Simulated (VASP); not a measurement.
System: Si, a slab with vacuum.

```
Si
1.0
     3.83191    0.00000    0.00000
    -1.91595    3.31853    0.00000
     0.00000    0.00000   25.31295
Si
8
Direct
  0.66667 0.33333 0.29629
  0.33333 0.66667 0.32790
  0.33333 0.66667 0.42156
  0.66667 0.33333 0.45317
  0.66667 0.33333 0.54683
  0.33333 0.66667 0.57844
  0.33333 0.66667 0.67210
  0.66667 0.33333 0.70371
```

Base run:

```yaml
Program: VASP 6.6.1
Functional: r2SCAN
Potentials_or_basis: VASP PAW PBE potentials, release 64 (Si)
Cutoff: 520 eV
k_mesh: 9 × 9 × 1
Occupations: gaussian, width 0.05 eV
Spin: collinear spin
Starting_moments: "[1.0, 1.0, 0.0, 0.0, 0.0, 0.0, 1.0, 1.0] μB"
```

Its results: band gap on the k mesh 0.16 eV (least direct gap 0.23 eV); largest force 0.647 eV/Å.

Q: The run is repeated on the same cell with these changes: spin from collinear spin to no spin polarisation; further incar settings from ALGO = Normal; EDIFF = 1e-06; NBANDS = 30 to ALGO = Normal; EDIFF = 1e-07; NBANDS = 26. What comes out?

A: Band gap on the k mesh zero (bands 16 and 17 overlap by 0.32 eV); largest force 0.848 eV/Å.

Caveats: the PAW data sets were made with another functional, which shifts forces and pressure a little.

A k mesh can miss the band edges.
